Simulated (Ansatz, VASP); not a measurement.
# Hg: VASP beside Ansatz

Contents of INCAR:

```
PREC = Accurate ; ENCUT = 500
EDIFF = 1E-6 ; ISMEAR = -1
SIGMA = 0.08 ; LREAL = False
LASPH = True ; NELM = 120
ALGO = Normal ; ISIF = 2
LWAVE = False ; LCHARG = False
GGA = PE ; NBANDS = 12
GGA_COMPAT = False
```

The input KPOINTS:

```
Automatic mesh
0
Gamma
  12 12 12
```

Contents of POSCAR:

```
Hg
1.0
    3.1006104439      0.0000000000      0.0000000000
    0.0000000000      3.1006104439      0.0000000000
    0.0000000000      0.0000000000      3.1006104439
Hg
1
Direct
    0.0000000000      0.0000000000      0.0000000000
```

Input for Ansatz:

```yaml
crystal:
  lattice:
    - [3.1006104439, 0.0, 0.0]
    - [0.0, 3.1006104439, 0.0]
    - [0.0, 0.0, 3.1006104439]
  atoms:
    - { symbol: Hg, position: [0.0, 0.0, 0.0] }
kpoints:
  mp_grid: { grid: [12, 12, 12] }
scf:
  occupations: { method: fermi_dirac, width: 0.08 }
hamiltonian:
  xc: pbe
  pseudopotentials: { kind: nc }
output:
  forces: true
  stress: true
  eigenvalues: true
```

Change from the starting cell: volume scaled by 1, norm-conserving files.

Alike in both runs: task single point; functional PBE; k mesh 12 × 12 × 12; occupations fermi-dirac, width 0.08 eV; no spin polarisation.

```csv
,VASP,Ansatz
version,VASP 6.6.1,Ansatz 0.2.0
potentials or method,"VASP PAW PBE potentials, release 64 (Hg)","norm-conserving pseudopotentials, scalar-relativistic"
plane-wave cutoff (eV),500,898
valence electrons in the cell,12,20
```

```tsv
	VASP	Ansatz	Ansatz less VASP
pressure (GPa)	0.1	0.0	-0.14
```

The functional is the same, so the differences come from potentials, cutoffs and numerics. VASP's potentials hold 12 valence electrons a cell and Ansatz's 20, so a difference there can come from the potentials and not from the codes.

Neither program's run includes spin-orbit coupling.
